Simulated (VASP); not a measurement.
# Au (Im-3m) in VASP: notebook

Au is run at these levels: PBE; tasks: single point.

Everything below comes from runs of VASP 6.6.1. Logs are shortened: lines on timing, memory, paths and dates and some standing lists are left out, and cuts for length are marked.

## (1) The cell of the first run

It takes space group Im-3m (No. 229, cubic). Conventional cell: a = 3.303 Å, b = 3.303 Å, c = 3.303 Å, α = 90.00°, β = 90.00°, γ = 90.00°. Within 3.8 Å of Au (site symmetry m-3m) lie 14 Au at 2.86 to 3.30 Å.

This isn't the form of Au at room conditions, which is fcc.

## (2) Single point, PBE

Input file INCAR:

```
PREC = Accurate ; ENCUT = 520
EDIFF = 1E-6 ; ISMEAR = -1
SIGMA = 0.1 ; LREAL = F
LASPH = T ; NELM = 100
ALGO = Normal ; ISIF = 2
LWAVE = F ; LCHARG = F
GGA = PE ; NBANDS = 12
```

Input file KPOINTS:

```
regular mesh
0
Gamma
  22 22 22
```

Input file POSCAR:

```
Au
1.0
   -1.6513495561      1.6513495561      1.6513495561
    1.6513495561     -1.6513495561      1.6513495561
    1.6513495561      1.6513495561     -1.6513495561
Au
1
Direct
    0.0000000000      0.0000000000      0.0000000000
```

Potentials or basis: VASP PAW PBE potentials, release 64 (Au).

The run is started by

```bash
$ cat potpaw_PBE.64/Au/POTCAR > POTCAR
$ mpirun -np 1 vasp_std > vasp.out
```

OUTCAR:

```text
PREC = Accurate
   ENCUT = 520
   EDIFF = 1E-6
   ISMEAR = -1
   LREAL = F
   LASPH = T
   NELM = 100
   ISIF = 2
   GGA = PE

 ion  position               nearest neighbor table
   1  0.000  0.000  0.000-

  LATTYP: Found a body centered cubic cell.
 ALAT       =     3.3026991122

  Lattice vectors:

 A1 = (  -1.6513495561,   1.6513495561,   1.6513495561)
 A2 = (   1.6513495561,  -1.6513495561,   1.6513495561)
 A3 = (   1.6513495561,   1.6513495561,  -1.6513495561)

Analysis of symmetry for initial positions (statically):
=====================================================================
 Subroutine PRICEL returns:
 Original cell was already a primitive cell.

 Routine SETGRP: Setting up the symmetry group for a
 body centered cubic supercell.

 Subroutine GETGRP returns: Found 48 space group operations
 (whereof 48 operations were pure point group operations)
 out of a pool of 48 trial point group operations.

The static configuration has the point symmetry O_h .

Analysis of symmetry for dynamics (positions and initial velocities):
=====================================================================
 Subroutine PRICEL returns:
 Original cell was already a primitive cell.

 Routine SETGRP: Setting up the symmetry group for a
 body centered cubic supercell.

 Subroutine GETGRP returns: Found 48 space group operations
 (whereof 48 operations were pure point group operations)
 out of a pool of 48 trial point group operations.

The dynamic configuration has the point symmetry O_h .

 Subroutine INISYM returns: Found 48 space group operations
 (whereof 48 operations are pure point group operations),
 and found     1 'primitive' translations

----------------------------------------------------------------------------------------

                                     Primitive cell

  volume of cell :      18.0126

  direct lattice vectors                    reciprocal lattice vectors
    -1.651349556  1.651349556  1.651349556     0.000000000  0.302782653  0.302782653
     1.651349556 -1.651349556  1.651349556     0.302782653  0.000000000  0.302782653
     1.651349556  1.651349556 -1.651349556     0.302782653  0.302782653  0.000000000

  length of vectors
     2.860221332  2.860221332  2.860221332     0.428199335  0.428199335  0.428199335

  position of ions in fractional coordinates (direct lattice)
     0.000000000  0.000000000  0.000000000

  ion indices of the primitive-cell ions
   primitive index   ion index
                 1           1

----------------------------------------------------------------------------------------

 KPOINTS: regular mesh

Automatic generation of k-mesh.
 Grid dimensions read from file:
 generate k-points for:   22   22   22

 Generating k-lattice:

  Cartesian coordinates                     Fractional coordinates (reciprocal lattice)
     0.000000000  0.013762848  0.013762848     0.045454545  0.000000000  0.000000000
     0.013762848  0.000000000  0.013762848     0.000000000  0.045454545  0.000000000
     0.013762848  0.013762848  0.000000000     0.000000000  0.000000000  0.045454545

  Length of vectors
     0.019463606  0.019463606  0.019463606

  Shift w.r.t. Gamma in fractional coordinates (k-lattice)
     0.000000000  0.000000000  0.000000000

 Subroutine IBZKPT returns following result:
 ===========================================

 Found    328 irreducible k-points:

 Following reciprocal coordinates:
            Coordinates               Weight
  0.000000  0.000000  0.000000      1.000000
  0.045455  0.000000  0.000000     12.000000
  0.090909  0.000000  0.000000     12.000000
  0.136364  0.000000  0.000000     12.000000
  0.181818  0.000000  0.000000     12.000000
  0.227273  0.000000  0.000000     12.000000
[... 16 lines left out ...]
  0.090909  0.090909  0.000000     24.000000
  0.136364  0.090909  0.000000     48.000000
 [... further k-points ...]
   k-points           NKPTS =    328   k-points in BZ     NKDIM =    328   number of bands    NBANDS=     12
   number of dos      NEDOS =    301   number of ions     NIONS =      1
   total plane-waves  NPLWV =  13824
   dimension x,y,z NGX =    24 NGY =   24 NGZ =   24
   dimension x,y,z NGXF=    48 NGYF=   48 NGZF=   48
   ions per type =               1
   NGX,Y,Z   is equivalent  to a cutoff of  13.95, 13.95, 13.95 a.u.
   NGXF,Y,Z  is equivalent  to a cutoff of  27.90, 27.90, 27.90 a.u.
 SYSTEM =  unknown system
   PREC   = accura    normal or accurate (medium, high low for compatibility)
   ISTART =      0    job   : 0-new  1-cont  2-samecut
   ICHARG =      2    charge: 1-file 2-atom 10-const
   ISPIN  =      1    spin polarized calculation?
   LNONCOLLINEAR =      F non collinear calculations
   LSORBIT =      F    spin-orbit coupling
   LASPH  =      T    aspherical Exc in radial PAW
   ENCUT  =  520.0 eV  38.22 Ry    6.18 a.u.   5.32  5.32  5.32*2*pi/ulx,y,z
   NELM   =    100;   NELMIN=  2; NELMDL= -5     # of ELM steps
   EDIFF  = 0.1E-05   stopping-criterion for ELM
   LREAL  =      F    real-space projection
   EDIFFG = 0.1E-04   stopping-criterion for IOM
   NSW    =      0    number of steps for IOM
   IBRION =     -1    ionic relax: 0-MD 1-quasi-New 2-CG
   NFREE  =      0    steps in history (QN), initial steepest desc. (CG)
   ISIF   =      2    stress and relaxation
   ISYM   =      2    0-nonsym 1-usesym 2-fastsym
   POTIM  = 0.5000    time-step for ionic-motion
   TEBEG  =    0.0;   TEEND  =   0.0 temperature during run
   PSTRESS=    0.0 pullay stress
   NELECT =      11.0000    total number of electrons
   NUPDOWN=      -1.0000    fix difference up-down
   EMIN   =  10.00;   EMAX   =-10.00  energy-range for DOS
   EFERMI =   0.00;   METHOD = LEGACY
   ISMEAR =    -1;   SIGMA  =   0.10  broadening in eV -4-tet -1-fermi 0-gaus
   EFERMI_NEDOS =   21; number of points for ismear=-14 and -15
   IALGO  =     38    algorithm
   IMIX   =      4    mixing-type and parameters
     AMIX     =   0.40;   BMIX     =  1.00
     AMIX_MAG =   1.60;   BMIX_MAG =  1.00
  volume/ion in A,a.u.               =      18.01       121.56
  Fermi-wavevector in a.u.,A,eV,Ry     =   1.388929  2.624695 26.247323  1.929124
  Thomas-Fermi vector in A             =   2.513008
   LORBIT       =      0    0 simple, 1 ext, 2 COOP (PROOUT), +10 PAW based schemes
   GGA     = PE    functional components
   LHFCALC =     F    Hartree Fock is set to
   AEXX    =    0.0000 exact exchange contribution
   IVDW    =     0    specifies the selected vdW correction
   LEPSILON=     F    determine dielectric tensor
   LRPA    =     F    only Hartree local field effects (RPA)
 non-spin polarized calculation
  energy-cutoff  :      520.00
  volume of cell :       18.01
 maximum number of plane-waves:       496
 NGX is ok and might be reduce to    24
   NGX = 11   NGY = 11   NGZ = 11

 number of electron      10.9999999 magnetization

 Free energy of the ion-electron system (eV)
  ---------------------------------------------------
  ext. energy  EPLUGINS =         0.00000000
  ---------------------------------------------------
  free energy    TOTEN  =        -3.20538547 eV

  energy without entropy =       -3.19637095  energy(sigma->0) =       -3.20087821

 E-fermi :   8.5951     XC(G=0): -12.3891

 val. band max:        8.5575489867   @ k =  -0.4091   0.4091   0.1818
 cond. band min:       8.6699289689   @ k =   0.4091   0.0909   0.0000
 fundamental gap:      0.1123799822
 Fermi energy:         8.5951351132

 k-point     1 :       0.0000    0.0000    0.0000
  band No.  band energies     occupation
      1      -0.6954      2.00000
      2       4.0030      2.00000
      3       4.0030      2.00000
      4       4.0030      2.00000
      5       5.7712      2.00000
      6       5.7712      2.00000
      7      25.0846      0.00000
      8      25.0846      0.00000
      9      25.0846      0.00000
     10      31.9279      0.00000
     11      31.9279      0.00000
     12      31.9279      0.00000

 k-point     2 :       0.0455    0.0000    0.0000
  band No.  band energies     occupation
      1      -0.6225      2.00000
      2       3.9807      2.00000
      3       4.0054      2.00000
      4       4.0527      2.00000
      5       5.7440      2.00000
      6       5.7726      2.00000
      7      25.0674      0.00000
      8      25.1030      0.00000
      9      25.1745      0.00000
     10      30.9715      0.00000
     11      31.0318      0.00000
     12      31.6537      0.00000

 k-point     3 :       0.0909    0.0000    0.0000
  band No.  band energies     occupation
      1      -0.4073      2.00000
      2       3.9160      2.00000
      3       4.0110      2.00000
      4       4.2004      2.00000
      5       5.6723      2.00000
      6       5.7775      2.00000
      7      24.9222      0.00000
      8      25.1097      0.00000
      9      25.4390      0.00000
     10      29.5975      0.00000
     11      29.8700      0.00000
     12      30.8986      0.00000
[... 286 lines left out ...]
 k-point    23 :       0.0909    0.0909    0.0000
  band No.  band energies     occupation
      1       0.1409      2.00000
      2       3.8243      2.00000
      3       3.9139      2.00000
      4       4.6265      2.00000
      5       5.5194      2.00000
      6       5.8126      2.00000
      7      24.2861      0.00000
      8      24.5941      0.00000
      9      25.8156      0.00000
     10      27.2556      0.00000
     11      29.0946      0.00000
     12      30.4443      0.00000

 k-point    24 :       0.1364    0.0909    0.0000
  band No.  band energies     occupation
      1       0.5833      2.00000
      2       3.7199      2.00000
      3       3.8825      2.00000
      4       4.9800      2.00000
      5       5.4430      2.00000
      6       5.8436      2.00000
      7      23.1153      0.00000
      8      23.8637      0.00000
      9      26.1235      0.00000
     10      26.3996      0.00000
     11      29.1440      0.00000
     12      30.5166      0.00000

 [... further k-points ...]

------------------------ aborting loop because EDIFF is reached ----------------------------------------

  FORCE on cell =-STRESS in cart. coord.  units (eV):
  Direction    XX          YY          ZZ          XY          YZ          ZX
  --------------------------------------------------------------------------------------
  -------------------------------------------------------------------------------------
  Total       -0.0176941     -0.0176941     -0.0176941      0.0000000      0.0000000      0.0000000
  in kB       -1.5738478     -1.5738478     -1.5738478      0.0000000      0.0000000      0.0000000
  external PRESSURE =      -1.5738478 kB  Pullay stress =       0.0000000 kB

 VOLUME and BASIS-vectors are now :
 -----------------------------------------------------------------------------
  energy-cutoff  :      520.00
  volume of cell :       18.01
      direct lattice vectors                 reciprocal lattice vectors
    -1.651349556  1.651349556  1.651349556     0.000000000  0.302782653  0.302782653
     1.651349556 -1.651349556  1.651349556     0.302782653  0.000000000  0.302782653
     1.651349556  1.651349556 -1.651349556     0.302782653  0.302782653  0.000000000

 POSITION                                       TOTAL-FORCE (eV/Angst)
 -----------------------------------------------------------------------------------
      0.00000      0.00000      0.00000         0.000000      0.000000     -0.000000
 -----------------------------------------------------------------------------------
    total drift:                               -0.000000     -0.000000      0.000000

  FREE ENERGIE OF THE ION-ELECTRON SYSTEM (eV)
  ---------------------------------------------------
  free  energy   TOTEN  =        -3.2053854739 eV

  energy  without entropy=       -3.1963709546  energy(sigma->0) =       -3.20087821
```

It took 94 s on 1 thread of AMD EPYC 7R13, shared host; peak memory 0.17 GiB.

What came out:

```
Free energy            : -3.2054 eV
Pressure               : -0.2 GPa
Band gap on the k mesh : zero (an odd number of electrons rules out a gap without spin polarisation)
```

Levels at points of the mesh, in eV from the Fermi level:
```csv
k point,band 2,band 3,band 4,band 5,band 6,band 7,band 8,band 9,band 10,band 11
"(0.00, 0.00, 0.00)",-4.59,-4.59,-4.59,-2.82,-2.82,16.49,16.49,16.49,23.33,23.33
"(0.50, 0.00, 0.00)",-5.59,-2.96,-2.65,-1.42,-0.41,3.24,12.34,13.53,21.04,21.48
"(0.50, 0.50, 0.50)",-6.36,-1.77,-1.77,-1.77,6.24,6.24,6.24,9.07,15.41,15.41
```

Caveat: spin-orbit coupling is left out, which moves the levels of the heavy elements.

## (3) Single point, PBE (18.73 Å³/atom)

This run uses another cell than the first one, of 18.73 Å³/atom.

Input file INCAR:

```
  ALGO = Normal
  EDIFF = 1E-6
  ENCUT = 520
  GGA = PE
  ISIF = 2
  ISMEAR = -1
  LASPH = True
  LCHARG = False
  LREAL = False
  LWAVE = False
  NBANDS = 12
  NELM = 80
  PREC = Accurate
  SIGMA = 0.1
```

Input file KPOINTS:

```
k-points
0
Gamma
  22 22 22
```

Input file POSCAR:

```
Au
1.0
   -1.6730803318      1.6730803318      1.6730803318
    1.6730803318     -1.6730803318      1.6730803318
    1.6730803318      1.6730803318     -1.6730803318
Au
1
Direct
    0.0000000000      0.0000000000      0.0000000000
```

Potentials or basis: VASP PAW PBE potentials, release 64 (Au).

The run is started by

```bash
$ cat potpaw_PBE.64/Au/POTCAR > POTCAR
$ mpirun -np 1 vasp_std > vasp.out
```

Run time: 94 s. Hardware: 1 thread of AMD EPYC 7R13, shared host; peak memory 0.17 GiB.

The run converged. Its results:

```yaml
Free_energy: -3.1940 eV
Pressure: -4.9 GPa
Band_gap_on_the_k_mesh: zero (an odd number of electrons rules out a gap without spin polarisation)
```

Levels at points of the mesh, in eV from the Fermi level:
| k point | band 2 | band 3 | band 4 | band 5 | band 6 | band 7 | band 8 | band 9 |
| --- | --- | --- | --- | --- | --- | --- | --- | --- |
| (0.00, 0.00, 0.00) | -4.40 | -4.40 | -4.40 | -2.74 | -2.74 | 16.45 | 16.45 | 16.45 |
| (0.50, 0.00, 0.00) | -5.33 | -2.87 | -2.58 | -1.44 | -0.25 | 3.03 | 12.29 | 13.24 |
| (0.50, 0.50, 0.50) | -6.05 | -1.76 | -1.76 | -1.76 | 6.19 | 6.19 | 6.19 | 8.62 |

Caveat: the cell stands under tension; spin-orbit coupling is left out, which moves the levels of the heavy elements.
